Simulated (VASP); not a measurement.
# Al2Ru (Fddd) in VASP: further runs, part 2 of 2

VASP 6.6.1.

## 5. Single point, LDA (12.58 Å³/atom)

INCAR

```
SYSTEM = Al2Ru
PREC = Accurate
ENCUT = 520
EDIFF = 1E-6
ISMEAR = 0
SIGMA = 0.03
LREAL = .False.
LASPH = .True.
NELM = 100
ALGO = Fast
ISIF = 2
LWAVE = .False.
LCHARG = .False.
GGA = CA
NBANDS = 29
```

KPOINTS

```
Automatic mesh
0
Gamma
  10 10 10
  0 0 0
```

POSCAR

```
Al2Ru
1.0
    0.0000000000      3.9958533547      4.3929429825
    2.1506753446      0.0000000000      4.3929429825
    2.1506753446      3.9958533547      0.0000000000
Al Ru
4 2
Direct
    0.0788992938      0.4211007062      0.0788992938
    0.4211007062      0.0788992938      0.4211007062
    0.1711007062      0.8288992938      0.1711007062
    0.8288992938      0.1711007062      0.8288992938
    0.7500000000      0.7500000000      0.7500000000
    0.5000000000      0.5000000000      0.5000000000
```

Potentials or basis: VASP PAW LDA potentials, release 64 (Al, Ru_pv).

On the command line:

```bash
cat potpaw_LDA.64/Al/POTCAR potpaw_LDA.64/Ru_pv/POTCAR > POTCAR
mpirun -np 1 vasp_std > vasp.out
```

OUTCAR:

```text
SYSTEM = Al2Ru
   PREC = Accurate
   ENCUT = 520
   EDIFF = 1E-6
   ISMEAR = 0
   LREAL = .False.
   LASPH = .True.
   NELM = 100
   ISIF = 2
   GGA = CA

 ion  position               nearest neighbor table
   1  0.079  0.421  0.079-   2 2.49   2 2.49   6 2.53   6 2.53   5 2.55   5 2.55   3 2.55   3 2.55
                             5 2.63   2 2.73   4 3.16   4 3.16   4 3.16   4 3.16
   2  0.421  0.079  0.421-   1 2.49   1 2.49   6 2.53   6 2.53   5 2.55   5 2.55   4 2.55   4 2.55
                             5 2.63   1 2.73   3 3.16   3 3.16   3 3.16   3 3.16
   3  0.171  0.829  0.171-   4 2.49   4 2.49   5 2.53   5 2.53   6 2.55   6 2.55   1 2.55   1 2.55
[... 988 lines left out ...]
  Total       17.3093398      2.7324072      2.4798351      0.0000000      0.0000000      0.0000000
  in kB      367.3001677     57.9810453     52.6215252      0.0000000      0.0000000      0.0000000
  external PRESSURE =     159.3009127 kB  Pullay stress =       0.0000000 kB

 VOLUME and BASIS-vectors are now :
 -----------------------------------------------------------------------------
  energy-cutoff  :      520.00
  volume of cell :       75.50
      direct lattice vectors                 reciprocal lattice vectors
     0.000000000  3.995853355  4.392942983    -0.232485113  0.125129717  0.113818914
     2.150675345  0.000000000  4.392942983     0.232485113 -0.125129717  0.113818914
     2.150675345  3.995853355  0.000000000     0.232485113  0.125129717 -0.113818914

 POSITION                                       TOTAL-FORCE (eV/Angst)
 -----------------------------------------------------------------------------------
      1.07534      0.63054      2.19647        -0.000000      0.446325      0.000000
      1.07534      3.36531      2.19647        -0.000000     -0.446325      0.000000
      2.15068      1.36739      4.39294         0.000000     -0.446325      0.000000
      2.15068      6.62432      4.39294         0.000000      0.446325      0.000000
      3.22601      5.99378      6.58941        -0.000000     -0.000000      0.000000
      2.15068      3.99585      4.39294         0.000000     -0.000000     -0.000000
 -----------------------------------------------------------------------------------
    total drift:                               -0.000000     -0.000000     -0.000000

  FREE ENERGIE OF THE ION-ELECTRON SYSTEM (eV)
  ---------------------------------------------------
  free  energy   TOTEN  =       -41.7393414647 eV

  energy  without entropy=      -41.7391169192  energy(sigma->0) =      -41.73922919
```

Wall time 13 min (1 thread of Intel Xeon 8259CL, shared host); peak memory 0.42 GiB.

Results:

* Free energy: -41.7393 eV
* Pressure: 15.9 GPa
* Largest force: 0.446 eV/Å
* Band gap on the k mesh: zero (bands 20 and 21 overlap by 0.53 eV)

Forces in eV/Å, atoms in the order of the input:
```
Al   0.000  0.446  0.000
Al   0.000 -0.446  0.000
Al   0.000 -0.446  0.000
Al   0.000  0.446  0.000
Ru   0.000  0.000  0.000
Ru   0.000  0.000  0.000
```

Stress tensor (GPa, compression positive):
```
36.73  0.00  0.00
 0.00  5.80  0.00
 0.00  0.00  5.26
```

Caveat: the cell stands under pressure.

## 6. Single point, LDA (14.46 Å³/atom)

This run uses another cell than the first one, of 14.46 Å³/atom.

INCAR

```
PREC     = Accurate       # precision mode
ENCUT    = 520            # plane-wave cutoff, eV
EDIFF    = 1E-6           # SCF threshold, eV
ISMEAR   = 0              # smearing method
SIGMA    = 0.03           # smearing width, eV
LREAL    = False          # projectors in reciprocal space
LASPH    = True           # aspherical terms in the spheres
NELM     = 80             # most SCF steps
ALGO     = Fast           # electronic algorithm
ISIF     = 2              # what is computed and relaxed
LWAVE    = False          # write WAVECAR
LCHARG   = False          # write CHGCAR
GGA      = CA             # functional
NBANDS   = 29             # bands
```

KPOINTS

```
Automatic mesh
0
Gamma
  10 10 10
```

POSCAR: that of step 5 with these lines changed.

```diff
@@ -2,5 +2,5 @@
 1.0
-    0.0000000000      3.9958533547      4.3929429825
-    2.1506753446      0.0000000000      4.3929429825
-    2.1506753446      3.9958533547      0.0000000000
+    0.0000000000      4.1851019803      4.6009982708
+    2.2525340259      0.0000000000      4.6009982708
+    2.2525340259      4.1851019803      0.0000000000
 Al Ru
```

Potentials or basis: VASP PAW LDA potentials, release 64 (Al, Ru_pv).

On the command line:

```bash
cat potpaw_LDA.64/Al/POTCAR potpaw_LDA.64/Ru_pv/POTCAR > POTCAR
mpirun -np 1 vasp_std > vasp.out
```

Wall time 5 min (1 thread of AMD EPYC 9R45 (Zen 5), shared host); peak memory 0.42 GiB.

The run converged. Its results:

- Free energy: -41.8101 eV
- Pressure: -10.8 GPa
- Largest force: 0.299 eV/Å
- Band gap on the k mesh: zero (bands 20 and 21 overlap by 0.51 eV)

Forces on the atoms (eV/Å):
```
Al   0.000  0.299  0.000
Al   0.000 -0.299  0.000
Al   0.000 -0.299  0.000
Al   0.000  0.299  0.000
Ru   0.000  0.000  0.000
Ru   0.000  0.000  0.000
```

Stress tensor (GPa, compression positive):
```
  3.26   0.00   0.00
  0.00 -16.41   0.00
  0.00   0.00 -19.11
```

Levels at points of the mesh, in eV from the Fermi level:
```csv
k point,band 18,band 19,band 20,band 21,band 22,band 23
"(0.00, 0.00, 0.00)",-1.57,-1.28,0.45,1.23,2.36,2.49
"(0.50, 0.00, 0.00)",-1.98,-1.17,-0.95,0.18,0.53,1.64
"(0.50, 0.50, 0.00)",-1.81,-0.69,-0.69,1.86,1.86,2.34
"(0.50, 0.00, 0.50)",-1.98,-1.48,-1.48,1.33,1.33,1.71
"(0.00, 0.50, 0.50)",-2.51,-1.25,-1.25,0.36,0.36,4.37
```

Caveat: the cell stands under tension.

## 7. Overview

| cell | gap on the mesh (eV) | pressure (GPa) | largest force (eV/Å) |
| --- | --- | --- | --- |
| a = 5.998, b = 4.913, c = 4.553 Å, angles 78.5, 53.4, 48.1°, 6 atoms | none | 17.1 | 0.55 |
| a = 5.879, b = 4.871, c = 4.524 Å, angles 77.4, 54.0, 48.7°, 6 atoms | none | 15.0 | 0.33 |
| a = 5.820, b = 4.853, c = 4.511 Å, angles 76.8, 54.3, 49.0°, 6 atoms | none | 14.4 | 0.22 |
| a = 5.938, b = 4.891, c = 4.538 Å, angles 78.0, 53.7, 48.4°, 6 atoms | none | 15.9 | 0.45 |
| a = 6.220, b = 5.123, c = 4.753 Å, angles 78.0, 53.7, 48.4°, 6 atoms | none | -10.8 | 0.30 |

Alike in all rows: task single point; level LDA; potentials or basis VASP PAW LDA potentials, release 64 (Al, Ru_pv); no spin polarisation; k mesh 10 × 10 × 10; cutoff (eV) 520; smearing gaussian 0.03 eV.

Caveats: the cell stands under pressure (at least some runs); the cell stands under tension (at least some runs).

Absolute energies hang on the potentials; compare differences alone.
